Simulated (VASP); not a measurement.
# Ge in VASP: single point with PBE

Aim: the single point of Ge with PBE.

All numbers are computed with VASP 6.6.1; they aren't measurements. Logs are shortened: lines on timing, memory, paths and dates and some standing lists are left out, and cuts for length are marked.

## Step 1: The cell of the first run

The cell holds a slab with vacuum, 8 atoms: a = 4.074 Å, b = 4.074 Å, c = 25.810 Å, α = 90.00°, β = 90.00°, γ = 120.00°.

## Step 2: Single point, PBE

INCAR

```
SYSTEM = Ge
PREC = Accurate ; ENCUT = 520
EDIFF = 1E-6 ; ISMEAR = 0
SIGMA = 0.01 ; LREAL = .FALSE.
LASPH = .TRUE. ; NELM = 60
ALGO = Normal ; ISIF = 2
LWAVE = .FALSE. ; LCHARG = .FALSE.
LDIPOL = .TRUE. ; IDIPOL = 3
DIPOL = 0.5 0.5 0.500 ; GGA = PE
NBANDS = 66
```

KPOINTS

```
Automatic mesh
0
G
  9 9 1
  0 0 0
```

POSCAR

```
Ge
1.0
    4.0736913413      0.0000000000      0.0000000000
   -2.0368456706      3.5279201887      0.0000000000
    0.0000000000      0.0000000000     25.8100039188
Ge
8
Direct
    0.3333333333      0.6666666667      0.2905850004
    0.0000000000      0.0000000000      0.3228026927
    0.0000000000      0.0000000000      0.4194557694
    0.6666666667      0.3333333333      0.4516734616
    0.6666666667      0.3333333333      0.5483265384
    0.3333333333      0.6666666667      0.5805442306
    0.3333333333      0.6666666667      0.6771973073
    0.0000000000      0.0000000000      0.7094149996
```

Potentials or basis: VASP PAW PBE potentials, release 64 (Ge_d).

The run is started by

```
cat potpaw_PBE.64/Ge_d/POTCAR > POTCAR
mpirun -np 1 vasp_std > vasp.out
```

OUTCAR:

```text
SYSTEM = Ge
   PREC = Accurate
   ENCUT = 520
   EDIFF = 1E-6
   ISMEAR = 0
   LREAL = .FALSE.
   LASPH = .TRUE.
   NELM = 60
   ISIF = 2
   GGA = PE

 ion  position               nearest neighbor table
   1  0.333  0.667  0.291-   2 2.49   2 2.49   2 2.49
   2  0.000  0.000  0.323-   3 2.49   1 2.49   1 2.49   1 2.49
   3  0.000  0.000  0.419-   4 2.49   2 2.49   4 2.49   4 2.49
   4  0.667  0.333  0.452-   3 2.49   3 2.49   3 2.49   5 2.49
   5  0.667  0.333  0.548-   6 2.49   6 2.49   6 2.49   4 2.49
   6  0.333  0.667  0.581-   5 2.49   5 2.49   7 2.49   5 2.49
   7  0.333  0.667  0.677-   6 2.49   8 2.49   8 2.49   8 2.49
   8  0.000  0.000  0.709-   7 2.49   7 2.49   7 2.49

  LATTYP: Found a hexagonal cell.
 ALAT       =     4.0736913413
 C/A-ratio  =     6.3357779852

  Lattice vectors:

 A1 = (   4.0736913413,   0.0000000000,   0.0000000000)
 A2 = (  -2.0368456706,   3.5279201887,   0.0000000000)
 A3 = (   0.0000000000,   0.0000000000,  25.8100039188)

Analysis of symmetry for initial positions (statically):
=====================================================================
 Subroutine PRICEL returns:
 Original cell was already a primitive cell.

 Routine SETGRP: Setting up the symmetry group for a
 hexagonal supercell.

 Subroutine GETGRP returns: Found 12 space group operations
 (whereof  6 operations were pure point group operations)
 out of a pool of 24 trial point group operations.

The static configuration has the point symmetry C_3v.
 The point group associated with its full space group is D_3d.

Analysis of symmetry for dynamics (positions and initial velocities):
=====================================================================
 Subroutine PRICEL returns:
 Original cell was already a primitive cell.

 Routine SETGRP: Setting up the symmetry group for a
 hexagonal supercell.

 Subroutine GETGRP returns: Found 12 space group operations
 (whereof  6 operations were pure point group operations)
 out of a pool of 24 trial point group operations.

The dynamic configuration has the point symmetry C_3v.
 The point group associated with its full space group is D_3d.

 Subroutine INISYM returns: Found 12 space group operations
 (whereof  6 operations are pure point group operations),
 and found     1 'primitive' translations

----------------------------------------------------------------------------------------

                                     Primitive cell

  volume of cell :     370.9325

  direct lattice vectors                    reciprocal lattice vectors
     4.073691341  0.000000000  0.000000000     0.245477606  0.141726562  0.000000000
    -2.036845671  3.527920189  0.000000000     0.000000000  0.283453124  0.000000000
     0.000000000  0.000000000 25.810003919     0.000000000  0.000000000  0.038744667

  length of vectors
     4.073691341  4.073691341 25.810003919     0.283453124  0.283453124  0.038744667

  position of ions in fractional coordinates (direct lattice)
     0.333333333  0.666666667  0.290585000
     0.000000000  0.000000000  0.322802693
     0.000000000  0.000000000  0.419455769
     0.666666667  0.333333333  0.451673462
     0.666666667  0.333333333  0.548326538
     0.333333333  0.666666667  0.580544231
     0.333333333  0.666666667  0.677197307
     0.000000000  0.000000000  0.709415000

  ion indices of the primitive-cell ions
   primitive index   ion index
                 1           1
                 2           2
                 3           3
                 4           4
                 5           5
                 6           6
                 7           7
                 8           8

----------------------------------------------------------------------------------------

 KPOINTS: Automatic mesh

Automatic generation of k-mesh.
 Grid dimensions read from file:
 generate k-points for:    9    9    1

 Generating k-lattice:

  Cartesian coordinates                     Fractional coordinates (reciprocal lattice)
     0.027275290  0.015747396  0.000000000     0.111111111  0.000000000  0.000000000
     0.000000000  0.031494792  0.000000000     0.000000000  0.111111111  0.000000000
     0.000000000  0.000000000  0.038744667     0.000000000  0.000000000  1.000000000

  Length of vectors
     0.031494792  0.031494792  0.038744667

  Shift w.r.t. Gamma in fractional coordinates (k-lattice)
     0.000000000  0.000000000  0.000000000

 Subroutine IBZKPT returns following result:
 ===========================================

 Found     12 irreducible k-points:

 Following reciprocal coordinates:
            Coordinates               Weight
  0.000000  0.000000  0.000000      1.000000
  0.111111  0.000000  0.000000      6.000000
  0.222222  0.000000  0.000000      6.000000
  0.333333  0.000000  0.000000      6.000000
  0.444444  0.000000  0.000000      6.000000
  0.111111  0.111111  0.000000      6.000000
  0.222222  0.111111  0.000000     12.000000
  0.333333  0.111111  0.000000     12.000000
  0.444444  0.111111  0.000000      6.000000
  0.222222  0.222222  0.000000      6.000000
  0.333333  0.222222  0.000000     12.000000
  0.333333  0.333333  0.000000      2.000000
   k-points           NKPTS =     12   k-points in BZ     NKDIM =     12   number of bands    NBANDS=     66
   number of dos      NEDOS =    301   number of ions     NIONS =      8
   total plane-waves  NPLWV = 172800
   dimension x,y,z NGX =    30 NGY =   30 NGZ =  192
   dimension x,y,z NGXF=    60 NGYF=   60 NGZF=  384
   ions per type =               8
   NGX,Y,Z   is equivalent  to a cutoff of  12.24, 12.24, 12.37 a.u.
   NGXF,Y,Z  is equivalent  to a cutoff of  24.49, 24.49, 24.73 a.u.
 SYSTEM =  Ge
   PREC   = accura    normal or accurate (medium, high low for compatibility)
   ISTART =      0    job   : 0-new  1-cont  2-samecut
   ICHARG =      2    charge: 1-file 2-atom 10-const
   ISPIN  =      1    spin polarized calculation?
   LNONCOLLINEAR =      F non collinear calculations
   LSORBIT =      F    spin-orbit coupling
   LASPH  =      T    aspherical Exc in radial PAW
   ENCUT  =  520.0 eV  38.22 Ry    6.18 a.u.   7.57  7.57 47.99*2*pi/ulx,y,z
   NELM   =     60;   NELMIN=  2; NELMDL= -5     # of ELM steps
   EDIFF  = 0.1E-05   stopping-criterion for ELM
   LREAL  =      F    real-space projection
   EDIFFG = 0.1E-04   stopping-criterion for IOM
   NSW    =      0    number of steps for IOM
   IBRION =     -1    ionic relax: 0-MD 1-quasi-New 2-CG
   NFREE  =      0    steps in history (QN), initial steepest desc. (CG)
   ISIF   =      2    stress and relaxation
   ISYM   =      2    0-nonsym 1-usesym 2-fastsym
   POTIM  = 0.5000    time-step for ionic-motion
   TEBEG  =    0.0;   TEEND  =   0.0 temperature during run
   PSTRESS=    0.0 pullay stress
   NELECT =     112.0000    total number of electrons
   NUPDOWN=      -1.0000    fix difference up-down
   EMIN   =  10.00;   EMAX   =-10.00  energy-range for DOS
   EFERMI =   0.00;   METHOD = LEGACY
   ISMEAR =     0;   SIGMA  =   0.01  broadening in eV -4-tet -1-fermi 0-gaus
   EFERMI_NEDOS =   21; number of points for ismear=-14 and -15
   IALGO  =     38    algorithm
   IMIX   =      4    mixing-type and parameters
     AMIX     =   0.40;   BMIX     =  1.00
     AMIX_MAG =   1.60;   BMIX_MAG =  1.00
  volume/ion in A,a.u.               =      46.37       312.90
  Fermi-wavevector in a.u.,A,eV,Ry     =   1.098287  2.075462 16.411816  1.206234
  Thomas-Fermi vector in A             =   2.234662
   LORBIT       =      0    0 simple, 1 ext, 2 COOP (PROOUT), +10 PAW based schemes
   GGA     = PE    functional components
   LHFCALC =     F    Hartree Fock is set to
   AEXX    =    0.0000 exact exchange contribution
   IVDW    =     0    specifies the selected vdW correction
   LEPSILON=     F    determine dielectric tensor
   LRPA    =     F    only Hartree local field effects (RPA)
 non-spin polarized calculation
 Gauss-broadening in eV      SIGMA  =   0.01
  energy-cutoff  :      520.00
  volume of cell :      370.93
 maximum number of plane-waves:     10057
   NGX = 15   NGY = 15   NGZ = 95

 dipolmoment           0.000000      0.000000     -0.000000 electrons x Angstroem

 number of electron     111.9999911 magnetization

 dipolmoment           0.000000      0.000000      0.000000 electrons x Angstroem

 Free energy of the ion-electron system (eV)
  ---------------------------------------------------
  ext. energy  EPLUGINS =         0.00000000
  ---------------------------------------------------
  free energy    TOTEN  =       -34.20208409 eV

  energy without entropy =      -34.20091504  energy(sigma->0) =      -34.20149957

 E-fermi :  -0.1170     XC(G=0):  -5.5419

 val. band max:       -0.1323757982   @ k =   0.1111   0.0000   0.0000
 cond. band min:      -0.1163036515   @ k =   0.1111   0.1111   0.0000
 fundamental gap:      0.0160721467
 Fermi energy:        -0.1170347850

 k-point     1 :       0.0000    0.0000    0.0000
  band No.  band energies     occupation
      1     -24.6702      2.00000
      2     -24.6702      2.00000
      3     -24.6597      2.00000
      4     -24.6597      2.00000
      5     -24.6557      2.00000
      6     -24.6189      2.00000
[... 58 lines left out ...]
     65       3.5979      0.00000
     66       3.8017      0.00000

 k-point     2 :       0.1111    0.0000    0.0000
  band No.  band energies     occupation
      1     -24.6790      2.00000
      2     -24.6723      2.00000
      3     -24.6619      2.00000
      4     -24.6618      2.00000
      5     -24.6541      2.00000
      6     -24.6198      2.00000
[... 58 lines left out ...]
     65       3.7166      0.00000
     66       3.9346      0.00000

 k-point     3 :       0.2222    0.0000    0.0000
  band No.  band energies     occupation
      1     -24.6894      2.00000
      2     -24.6757      2.00000
      3     -24.6661      2.00000
      4     -24.6642      2.00000
      5     -24.6584      2.00000
      6     -24.6210      2.00000
[... 610 lines left out ...]
     65       4.6924      0.00000
     66       4.7860      0.00000

 k-point    12 :       0.3333    0.3333    0.0000
  band No.  band energies     occupation
      1     -24.6967      2.00000
      2     -24.6897      2.00000
      3     -24.6897      2.00000
      4     -24.6640      2.00000
      5     -24.6640      2.00000
      6     -24.6091      2.00000
[... 58 lines left out ...]
     65       5.7831      0.00000
     66       5.8074      0.00000

------------------------ aborting loop because EDIFF is reached ----------------------------------------

 vacuum level on the upper side and lower side of the slab       (xc-potential included)        -0.155        -0.155

  FORCE on cell =-STRESS in cart. coord.  units (eV):
  Direction    XX          YY          ZZ          XY          YZ          ZX
  --------------------------------------------------------------------------------------
  -------------------------------------------------------------------------------------
  Total       -0.1193514     -0.1193514      1.4923679     -0.0000000      0.0000000     -0.0000000
  in kB       -0.5155170     -0.5155170      6.4460186     -0.0000000      0.0000000     -0.0000000
  external PRESSURE =       1.8049948 kB  Pullay stress =       0.0000000 kB

 VOLUME and BASIS-vectors are now :
 -----------------------------------------------------------------------------
  energy-cutoff  :      520.00
  volume of cell :      370.93
      direct lattice vectors                 reciprocal lattice vectors
     4.073691341  0.000000000  0.000000000     0.245477606  0.141726562  0.000000000
    -2.036845671  3.527920189  0.000000000     0.000000000  0.283453124  0.000000000
     0.000000000  0.000000000 25.810003919     0.000000000  0.000000000  0.038744667

 POSITION                                       TOTAL-FORCE (eV/Angst)
 -----------------------------------------------------------------------------------
     -0.00000      2.35195      7.50000         0.000000     -0.000000      0.147925
      0.00000      0.00000      8.33154        -0.000000     -0.000000     -0.440490
      0.00000      0.00000     10.82616        -0.000000     -0.000000      0.294411
      2.03685      1.17597     11.65769         0.000000     -0.000000     -0.142287
      2.03685      1.17597     14.15231        -0.000000      0.000000      0.142287
     -0.00000      2.35195     14.98385         0.000000     -0.000000     -0.294411
     -0.00000      2.35195     17.47847         0.000000     -0.000000      0.440490
      0.00000      0.00000     18.31000        -0.000000     -0.000000     -0.147925
 -----------------------------------------------------------------------------------
    total drift:                                0.000000     -0.000000     -0.000000

  FREE ENERGIE OF THE ION-ELECTRON SYSTEM (eV)
  ---------------------------------------------------
  free  energy   TOTEN  =       -34.2020840925 eV

  energy  without entropy=      -34.2009150387  energy(sigma->0) =      -34.20149957

 vacuum level on the upper side and lower side of the slab         4.405         4.405
```

It took 7.6 min on 1 thread of AMD EPYC 7R43 (Zen 3), shared host; peak memory 0.47 GiB.

What came out:

```
Free energy            : -34.2021 eV
Largest force          : 0.440 eV/Å
Band gap on the k mesh : zero (band 56 reaches 0.08 eV, above the bottom of band 57 at -0.23 eV)
```

Forces on the atoms (eV/Å):
```
Ge   0.000  0.000  0.148
Ge   0.000  0.000 -0.440
Ge   0.000  0.000  0.294
Ge   0.000  0.000 -0.142
Ge   0.000  0.000  0.142
Ge   0.000  0.000 -0.294
Ge   0.000  0.000  0.440
Ge   0.000  0.000 -0.148
```

Levels at points of the mesh, in eV from the Fermi level:
```csv
k point,band 52,band 53,band 54,band 55,band 56,band 57,band 58,band 59,band 60,band 61
"(0.00, 0.00, 0.00)",-0.57,-0.10,-0.10,0.19,0.19,0.36,0.70,0.99,1.03,1.26
```
